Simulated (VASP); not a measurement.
# Fe4Si (P6/mmm) in VASP: notebook

Runs on Fe4Si. Level: PBE. Tasks: single point, relaxation of cell and atoms.

Program: VASP 6.6.1. These are calculated values, not measurements. Logs are shortened: lines on timing, memory, paths and dates and some standing lists are left out, and cuts for length are marked.

## Step 1: The cell of the first run

Symmetry: P6/mmm, No. 191, hexagonal system. The conventional cell has a = 4.222 Å, b = 4.222 Å, c = 4.006 Å, α = 90.00°, β = 90.00°, γ = 120.00°. Fe (site symmetry mmm) has 8 Fe at 2.11 to 2.91 Å and 2 Si at 2.11 Å within 3.0 Å. Within 2.7 Å of Fe (site symmetry 6/mmm) lie 2 Si at 2.00 Å. Si (site symmetry 6/mmm) has 8 Fe at 2.00 to 2.11 Å within 2.7 Å.

The cell was generated, and may not be a known phase.

## Step 2: Single point, PBE, collinear spin, ferromagnetic start

INCAR

```
ALGO = Fast
EDIFF = 1E-6
ENCUT = 520
GGA = PE
ISIF = 2
ISMEAR = 0
ISPIN = 2
LASPH = True
LCHARG = False
LMAXMIX = 4
LORBIT = 11
LREAL = False
LWAVE = False
MAGMOM = 4 4 4 4 0
NBANDS = 30
NELM = 150
PREC = Accurate
SIGMA = 0.1
```

KPOINTS

```
k-points
0
Gamma
  6 6 4
```

POSCAR

```
Fe4Si
1.0
    4.2215594000      0.0000000000      0.0000000000
   -2.1107797000      3.6559776800      0.0000000000
    0.0000000000      0.0000000000      4.0060174000
Fe Si
4 1
Direct
    0.5000000000      0.0000000000      0.5000000000
    0.0000000000      0.5000000000      0.5000000000
    0.5000000000      0.5000000000      0.5000000000
    0.0000000000      0.0000000000      0.0000000000
    0.0000000000      0.0000000000      0.5000000000
```

Potentials or basis: VASP PAW PBE potentials, release 64 (Fe, Si).

Started as:

```bash
$ cat potpaw_PBE.64/Fe/POTCAR potpaw_PBE.64/Si/POTCAR > POTCAR
$ mpirun -np 1 vasp_std > vasp.out
```

OUTCAR:

```text
EDIFF = 1E-6
   ENCUT = 520
   GGA = PE
   ISIF = 2
   ISMEAR = 0
   ISPIN = 2
   LASPH = True
   LORBIT = 11
   LREAL = False
   NELM = 150
   PREC = Accurate

 ion  position               nearest neighbor table
   1  0.500  0.000  0.500-   2 2.11   3 2.11   3 2.11   2 2.11   5 2.11   5 2.11   4 2.91   4 2.91
                             4 2.91   4 2.91
   2  0.000  0.500  0.500-   1 2.11   5 2.11   5 2.11   1 2.11   3 2.11   3 2.11   4 2.91   4 2.91
                             4 2.91   4 2.91
   3  0.500  0.500  0.500-   1 2.11   5 2.11   1 2.11   5 2.11   2 2.11   2 2.11   4 2.91   4 2.91
                             4 2.91   4 2.91
   4  0.000  0.000  0.000-   5 2.00   5 2.00   2 2.91   2 2.91   3 2.91   3 2.91   2 2.91   2 2.91
                             3 2.91   3 2.91   1 2.91   1 2.91   1 2.91   1 2.91
   5  0.000  0.000  0.500-   4 2.00   4 2.00   2 2.11   3 2.11   2 2.11   3 2.11   1 2.11   1 2.11

  LATTYP: Found a hexagonal cell.
 ALAT       =     4.2215594000
 C/A-ratio  =     0.9489425637

  Lattice vectors:

 A1 = (   4.2215594000,   0.0000000000,   0.0000000000)
 A2 = (  -2.1107797000,   3.6559776800,   0.0000000000)
 A3 = (   0.0000000000,   0.0000000000,   4.0060174000)

Analysis of symmetry for initial positions (statically):
=====================================================================
 Subroutine PRICEL returns:
 Original cell was already a primitive cell.

 Routine SETGRP: Setting up the symmetry group for a
 hexagonal supercell.

 Subroutine GETGRP returns: Found 24 space group operations
 (whereof 24 operations were pure point group operations)
 out of a pool of 24 trial point group operations.

The static configuration has the point symmetry D_6h.

Analysis of symmetry for dynamics (positions and initial velocities):
=====================================================================
 Subroutine PRICEL returns:
 Original cell was already a primitive cell.

 Routine SETGRP: Setting up the symmetry group for a
 hexagonal supercell.

 Subroutine GETGRP returns: Found 24 space group operations
 (whereof 24 operations were pure point group operations)
 out of a pool of 24 trial point group operations.

The dynamic configuration has the point symmetry D_6h.

Analysis of structural, dynamic, and magnetic symmetry:
=====================================================================
 Subroutine PRICEL returns:
 Original cell was already a primitive cell.

 Routine SETGRP: Setting up the symmetry group for a
 hexagonal supercell.

 Subroutine GETGRP returns: Found 24 space group operations
 (whereof 24 operations were pure point group operations)
 out of a pool of 24 trial point group operations.

The overall configuration has the point symmetry D_6h.

 Subroutine INISYM returns: Found 24 space group operations
 (whereof 24 operations are pure point group operations),
 and found     1 'primitive' translations

----------------------------------------------------------------------------------------

                                     Primitive cell

  volume of cell :      61.8286

  direct lattice vectors                    reciprocal lattice vectors
     4.221559400  0.000000000  0.000000000     0.236879292  0.136762323  0.000000000
    -2.110779700  3.655977680  0.000000000     0.000000000  0.273524646  0.000000000
     0.000000000  0.000000000  4.006017400     0.000000000  0.000000000  0.249624477

  length of vectors
     4.221559400  4.221559397  4.006017400     0.273524646  0.273524646  0.249624477

  position of ions in fractional coordinates (direct lattice)
     0.500000000  0.000000000  0.500000000
     1.000000000  0.500000000  0.500000000
     0.500000000  0.500000000  0.500000000
     0.000000000  0.000000000  0.000000000
     0.000000000  0.000000000  0.500000000

  ion indices of the primitive-cell ions
   primitive index   ion index
                 1           1
                 2           2
                 3           3
                 4           4
                 5           5

----------------------------------------------------------------------------------------

 KPOINTS: k-points

Automatic generation of k-mesh.
 Grid dimensions read from file:
 generate k-points for:    6    6    4

 Generating k-lattice:

  Cartesian coordinates                     Fractional coordinates (reciprocal lattice)
     0.039479882  0.022793720  0.000000000     0.166666667  0.000000000  0.000000000
     0.000000000  0.045587441  0.000000000     0.000000000  0.166666667  0.000000000
     0.000000000  0.000000000  0.062406119     0.000000000  0.000000000  0.250000000

  Length of vectors
     0.045587441  0.045587441  0.062406119

  Shift w.r.t. Gamma in fractional coordinates (k-lattice)
     0.000000000  0.000000000  0.000000000

 Subroutine IBZKPT returns following result:
 ===========================================

 Found     21 irreducible k-points:

 Following reciprocal coordinates:
            Coordinates               Weight
  0.000000  0.000000  0.000000      1.000000
  0.166667  0.000000  0.000000      6.000000
  0.333333  0.000000  0.000000      6.000000
  0.500000  0.000000  0.000000      3.000000
  0.166667  0.166667  0.000000      6.000000
  0.333333  0.166667  0.000000     12.000000
[... 13 lines left out ...]
  0.333333  0.166667  0.500000     12.000000
  0.333333  0.333333  0.500000      2.000000
   k-points           NKPTS =     21   k-points in BZ     NKDIM =     21   number of bands    NBANDS=     30
   number of dos      NEDOS =    301   number of ions     NIONS =      5
   total plane-waves  NPLWV =  30720
   dimension x,y,z NGX =    32 NGY =   32 NGZ =   30
   dimension x,y,z NGXF=    64 NGYF=   64 NGZF=   60
   ions per type =               4   1
   NGX,Y,Z   is equivalent  to a cutoff of  12.60, 12.60, 12.45 a.u.
   NGXF,Y,Z  is equivalent  to a cutoff of  25.20, 25.20, 24.90 a.u.
 SYSTEM =  unknown system
   PREC   = accura    normal or accurate (medium, high low for compatibility)
   ISTART =      0    job   : 0-new  1-cont  2-samecut
   ICHARG =      2    charge: 1-file 2-atom 10-const
   ISPIN  =      2    spin polarized calculation?
   LNONCOLLINEAR =      F non collinear calculations
   LSORBIT =      F    spin-orbit coupling
   LASPH  =      T    aspherical Exc in radial PAW
   ENCUT  =  520.0 eV  38.22 Ry    6.18 a.u.   7.85  7.85  7.45*2*pi/ulx,y,z
   NELM   =    150;   NELMIN=  2; NELMDL= -5     # of ELM steps
   EDIFF  = 0.1E-05   stopping-criterion for ELM
   LREAL  =      F    real-space projection
[... 7 lines left out ...]
   TEBEG  =    0.0;   TEEND  =   0.0 temperature during run
   PSTRESS=    0.0 pullay stress
   NELECT =      36.0000    total number of electrons
   NUPDOWN=      -1.0000    fix difference up-down
   EMIN   =  10.00;   EMAX   =-10.00  energy-range for DOS
   EFERMI =   0.00;   METHOD = LEGACY
   ISMEAR =     0;   SIGMA  =   0.10  broadening in eV -4-tet -1-fermi 0-gaus
   EFERMI_NEDOS =   21; number of points for ismear=-14 and -15
   IALGO  =     68    algorithm
   IMIX   =      4    mixing-type and parameters
     AMIX     =   0.40;   BMIX     =  1.00
     AMIX_MAG =   1.60;   BMIX_MAG =  1.00
  volume/ion in A,a.u.               =      12.37        83.45
  Fermi-wavevector in a.u.,A,eV,Ry     =   1.367034  2.583319 25.426313  1.868781
  Thomas-Fermi vector in A             =   2.493122
   LORBIT       =     11    0 simple, 1 ext, 2 COOP (PROOUT), +10 PAW based schemes
   GGA     = PE    functional components
   LHFCALC =     F    Hartree Fock is set to
   AEXX    =    0.0000 exact exchange contribution
   IVDW    =     0    specifies the selected vdW correction
   LEPSILON=     F    determine dielectric tensor
   LRPA    =     F    only Hartree local field effects (RPA)
 spin polarized calculation
 RMM-DIIS sequential band-by-band and
 Gauss-broadening in eV      SIGMA  =   0.10
  energy-cutoff  :      520.00
  volume of cell :       61.83
 maximum number of plane-waves:      1682
 NGX is ok and might be reduce to    32
   NGX = 15   NGY = 15   NGZ = 15

 number of electron      36.0000000 magnetization      16.0000000

 number of electron      36.0000007 magnetization       6.6527928

 Free energy of the ion-electron system (eV)
  ---------------------------------------------------
  ext. energy  EPLUGINS =         0.00000000
  ---------------------------------------------------
  free energy    TOTEN  =       -30.76265429 eV

  energy without entropy =      -30.72979549  energy(sigma->0) =      -30.74622489

 E-fermi :   6.0725     XC(G=0): -11.9988

 val. band max:        6.0678904555   @ k =   0.3333   0.3333   0.5000
 cond. band min:       6.0766719208   @ k =   0.1667   0.0000   0.5000
 fundamental gap:      0.0087814653
 Fermi energy:         6.0724820343

 spin component 1

 k-point     1 :       0.0000    0.0000    0.0000
  band No.  band energies     occupation
      1      -5.6194      1.00000
      2      -0.4140      1.00000
      3       0.9370      1.00000
      4       0.9370      1.00000
      5       1.6795      1.00000
      6       1.7103      1.00000
[... 682 lines left out ...]
     29      16.9083      0.00000
     30      17.4272      0.00000
 Fermi energy:         6.0724820343

 spin component 2

 k-point     1 :       0.0000    0.0000    0.0000
  band No.  band energies     occupation
      1      -5.4971      1.00000
      2       0.4628      1.00000
      3       1.8947      1.00000
      4       1.8947      1.00000
      5       2.6998      1.00000
      6       2.9681      1.00000
[... 682 lines left out ...]
     29      17.1847      0.00000
     30      17.5716      0.00000

------------------------ aborting loop because EDIFF is reached ----------------------------------------

  FORCE on cell =-STRESS in cart. coord.  units (eV):
  Direction    XX          YY          ZZ          XY          YZ          ZX
  --------------------------------------------------------------------------------------
  -------------------------------------------------------------------------------------
  Total       29.9574070     29.9574069     10.6312939      0.0000000      0.0000000      0.0000000
  in kB      776.2927501    776.2927485    275.4910119      0.0000000      0.0000000      0.0000000
  external PRESSURE =     609.3588368 kB  Pullay stress =       0.0000000 kB

 VOLUME and BASIS-vectors are now :
 -----------------------------------------------------------------------------
  energy-cutoff  :      520.00
  volume of cell :       61.83
      direct lattice vectors                 reciprocal lattice vectors
     4.221559400  0.000000000  0.000000000     0.236879292  0.136762323  0.000000000
    -2.110779700  3.655977680  0.000000000     0.000000000  0.273524646  0.000000000
     0.000000000  0.000000000  4.006017400     0.000000000  0.000000000  0.249624477

 POSITION                                       TOTAL-FORCE (eV/Angst)
 -----------------------------------------------------------------------------------
      2.11078      0.00000      2.00301         0.000000      0.000000      0.000000
     -1.05539      1.82799      2.00301        -0.000000      0.000000      0.000000
      1.05539      1.82799      2.00301         0.000000      0.000000      0.000000
      0.00000      0.00000      0.00000        -0.000000      0.000000      0.000000
      0.00000      0.00000      2.00301        -0.000000      0.000000      0.000000
 -----------------------------------------------------------------------------------
    total drift:                                0.000000      0.000000     -0.000000

  FREE ENERGIE OF THE ION-ELECTRON SYSTEM (eV)
  ---------------------------------------------------
  free  energy   TOTEN  =       -30.7626542877 eV

  energy  without entropy=      -30.7297954886  energy(sigma->0) =      -30.74622489

 total charge

# of ion       s       p       d       tot
------------------------------------------
    1        0.598   0.703   6.681   7.983
    2        0.598   0.703   6.681   7.983
    3        0.598   0.703   6.681   7.983
    4        0.405   0.476   6.474   7.355
    5        0.848   1.265   0.000   2.112
--------------------------------------------------
tot          3.048   3.851  26.517  33.416

 magnetization (x)

# of ion       s       p       d       tot
------------------------------------------
    1        0.005  -0.014   1.572   1.563
    2        0.005  -0.014   1.572   1.563
    3        0.005  -0.014   1.572   1.563
    4        0.002  -0.017   2.034   2.020
    5       -0.017  -0.082   0.000  -0.099
--------------------------------------------------
tot          0.000  -0.141   6.751   6.611
```

It took 7.3 min on 1 thread of Intel Xeon Platinum 8259CL at 2.50GHz (Skylake/Cascade Lake), shared host; peak memory 0.23 GiB.

Results:

```
Free energy                                           : -30.7627 eV
Pressure                                              : 60.9 GPa
Net moment                                            : 6.65 μB per cell
Site moments                                          : Fe +1.56, +2.02 (each value once); Si -0.10 μB
Valence electrons inside the program's atomic spheres : Fe 7.98, 7.36 (each value once); Si 2.11
```

Levels at points of the mesh, in eV from the Fermi level:
Spin up:
```tsv
k point	band 18	band 19	band 20	band 21	band 22	band 23	band 24	band 25
(0.00, 0.00, 0.00)	-1.16	-0.38	-0.15	-0.15	0.08	0.08	1.99	3.59
(0.50, 0.00, 0.00)	-1.55	-1.16	-0.97	-0.53	-0.04	1.95	2.42	2.99
(0.00, 0.00, 0.50)	-0.41	-0.39	0.01	0.01	1.38	1.38	1.99	4.54
(0.50, 0.00, 0.50)	-0.98	-0.53	-0.10	-0.03	-0.02	0.37	0.95	1.76
```
Spin down:
| k point | band 12 | band 13 | band 14 | band 15 | band 16 | band 17 | band 18 | band 19 |
| --- | --- | --- | --- | --- | --- | --- | --- | --- |
| (0.00, 0.00, 0.00) | -1.24 | -0.51 | -0.51 | 0.45 | 0.45 | 0.73 | 0.73 | 1.31 |
| (0.50, 0.00, 0.00) | -1.49 | -1.16 | -0.71 | 0.03 | 0.05 | 0.10 | 0.34 | 0.54 |
| (0.00, 0.00, 0.50) | -1.06 | 0.06 | 0.06 | 0.46 | 0.46 | 1.21 | 1.21 | 1.29 |
| (0.50, 0.00, 0.50) | -1.18 | -0.80 | -0.57 | 0.04 | 0.07 | 0.34 | 0.99 | 1.08 |

Caveat: the k points lie up to 0.39 Å⁻¹ apart.

## Step 3: Single point, PBE, collinear spin, ferromagnetic start

This run uses another cell than the first one, of 17.48 Å³/atom.

INCAR

```
PREC = Accurate
ENCUT = 520
EDIFF = 1E-7
ISMEAR = 0
SIGMA = 0.1
LREAL = False
LASPH = True
NELM = 150
ALGO = Normal
ISIF = 2
LWAVE = False
LCHARG = False
ISPIN = 2
MAGMOM = 4 4 4 4 0
LORBIT = 11
LMAXMIX = 4
GGA = PE
NBANDS = 30
```

KPOINTS

```
regular mesh
0
Gamma
  6 6 4
```

POSCAR: that of step 2 with these lines changed.

```diff
@@ -2,5 +2,5 @@
 1.0
-    4.2215594000      0.0000000000      0.0000000000
-   -2.1107797000      3.6559776800      0.0000000000
-    0.0000000000      0.0000000000      4.0060174000
+    4.7636738484      0.0000000000      0.0000000000
+   -2.3818369242      4.1254625681      0.0000000000
+    0.0000000000      0.0000000000      4.4462442986
 Fe Si
```

Potentials or basis: VASP PAW PBE potentials, release 64 (Fe, Si).

Started as:

```bash
$ cat potpaw_PBE.64/Fe/POTCAR potpaw_PBE.64/Si/POTCAR > POTCAR
$ mpirun -np 1 vasp_std > vasp.out
```

It took 2.1 min on 1 thread of Intel Xeon Platinum 8259CL at 2.50GHz (Skylake/Cascade Lake), shared host; peak memory 0.28 GiB.

Results (log left out):

```
Free energy                                           : -34.3980 eV
Pressure                                              : -0.2 GPa
Net moment                                            : 10.15 μB per cell
Site moments                                          : Fe +2.46, +2.87 (each value once); Si -0.10 μB
Valence electrons inside the program's atomic spheres : Fe 7.17, 6.88 (each value once); Si 1.78
```

Stress tensor (GPa, compression positive):
```
-0.21  0.00  0.00
 0.00 -0.21  0.00
 0.00  0.00 -0.05
```

Levels at points of the mesh, in eV from the Fermi level:
Spin up:
| k point | band 21 | band 22 | band 23 | band 24 | band 25 | band 26 |
| --- | --- | --- | --- | --- | --- | --- |
| (0.00, 0.00, 0.00) | -1.22 | -1.00 | -1.00 | 0.38 | 2.25 | 2.72 |
| (0.50, 0.00, 0.00) | -1.21 | -1.07 | 0.53 | 0.83 | 1.20 | 3.43 |
| (0.00, 0.00, 0.50) | -1.02 | 0.04 | 0.04 | 0.38 | 2.74 | 2.74 |
| (0.50, 0.00, 0.50) | -1.15 | -1.07 | -0.33 | 0.20 | 0.52 | 1.96 |
Spin down:
```
           k point  band 11  band 12  band 13  band 14  band 15  band 16
(0.00, 0.00, 0.00)    -1.33    -0.55    -0.06    -0.06     0.88     0.88
(0.50, 0.00, 0.00)    -0.78    -0.52    -0.37    -0.14     0.26     0.46
(0.00, 0.00, 0.50)    -1.16    -0.12     0.17     0.17     0.90     0.90
(0.50, 0.00, 0.50)    -0.56    -0.55    -0.04     0.02     0.42     0.50
```

(Continued in part 2 of 2.)
